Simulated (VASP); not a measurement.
Runs of VASP 6.6.1 on Ag. The structure is that of space group P6_3/mmc (No. 194), or close to it. The cells are those of the table. This isn't the form of Ag at room conditions, which is fcc.

```tsv
cell	gap on the mesh (eV)	pressure (GPa)
a = 2.970, b = 2.970, c = 4.661 Å, angles 90.0, 90.0, 120.0°, 2 atoms	none	-2.3
a = 3.013, b = 3.013, c = 4.531 Å, angles 90.0, 90.0, 120.0°, 2 atoms	none	-1.7
a = 2.838, b = 2.838, c = 5.104 Å, angles 90.0, 90.0, 120.0°, 2 atoms	none	(a)
a = 2.883, b = 2.883, c = 4.948 Å, angles 90.0, 90.0, 120.0°, 2 atoms	none	-2.3
```

Alike in all rows: task single point; level r2SCAN; potentials or basis VASP PAW PBE potentials, release 64 (Ag); no spin polarisation; k mesh 24 × 24 × 12; cutoff (eV) 520; smearing gaussian 0.15 eV.

**Question.** Estimate the missing entries.

**Answer.** (a) -1.4.

Caveats: the PAW data sets were made with another functional, which shifts forces and pressure a little; the stress differs along the axes, from -4 to 3 GPa (at least some runs); the stress differs along the axes, from -7 to 1 GPa (at least some runs).

A k mesh can miss the band edges, and the runs leave out spin-orbit coupling on Ag.

A gap of «none» marks levels without a gap at the run's occupations.
